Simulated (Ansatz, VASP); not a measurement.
## SnSe, level by level in two programs

```xyz
2
Lattice="0.0000 3.0100 3.0100 3.0100 0.0000 3.0100 3.0100 3.0100 0.0000" Properties=species:S:1:pos:R:3 pbc="T T T"
Sn    0.0000    0.0000    0.0000
Se    3.0100    3.0100    3.0100
```

Single points on this cell with VASP 6.6.1 and Ansatz 0.2.0. Each row is one pair of runs. Alike in all rows: spin: off; k mesh: 8 × 8 × 8; VASP's potentials, cutoff: VASP PAW PBE potentials, release 64 (Sn_d, Se), 520 eV.

```csv
level,smearing,"Ansatz's potentials, cutoff","gap on the k mesh at the Fermi level (eV), VASP","gap on the k mesh at the Fermi level (eV), Ansatz","least direct gap on the mesh (eV), VASP","least direct gap on the mesh (eV), Ansatz","pressure (GPa), VASP","pressure (GPa), Ansatz"
PBE,"gaussian, width 0.012 eV","Ansatz PAW, 420 eV",0.58,0.58,0.58,0.58,0.9,0.9
r2SCAN,"fermi-dirac, width 0.05 eV","Ansatz PAW, 500 eV",0.45,0.46,0.45,0.46,-0.1,-0.1
PBE,"gaussian, width 0.026 eV","Ansatz PAW, 420 eV",0.58,0.58,0.58,0.58,0.9,0.9
PBE,"gaussian, width 0.013 eV","Ansatz PAW, 420 eV",0.58,0.58,0.58,0.58,0.9,0.9
PBE,"gaussian, width 0.014 eV","Ansatz PAW, 420 eV",0.58,0.58,0.58,0.58,0.9,0.9
PBE,"gaussian, width 0.016 eV","Ansatz PAW, 420 eV",0.58,0.58,0.58,0.58,0.9,0.9
PBE,"gaussian, width 0.018 eV","Ansatz PAW, 420 eV",0.58,0.58,0.58,0.58,0.9,0.9
PBE,"gaussian, width 0.021 eV","Ansatz PAW, 420 eV",0.58,0.58,0.58,0.58,0.9,0.9
```

Gap on the k mesh at the fermi level (eV): the two programs differ by at most 0.001; least direct gap on the mesh (eV): the two programs differ by at most 0.001; pressure (GPa): the two programs differ by at most 0.02.

VASP's potentials hold 20 valence electrons a cell and Ansatz's 30, so a difference there can come from the potentials and not from the codes.
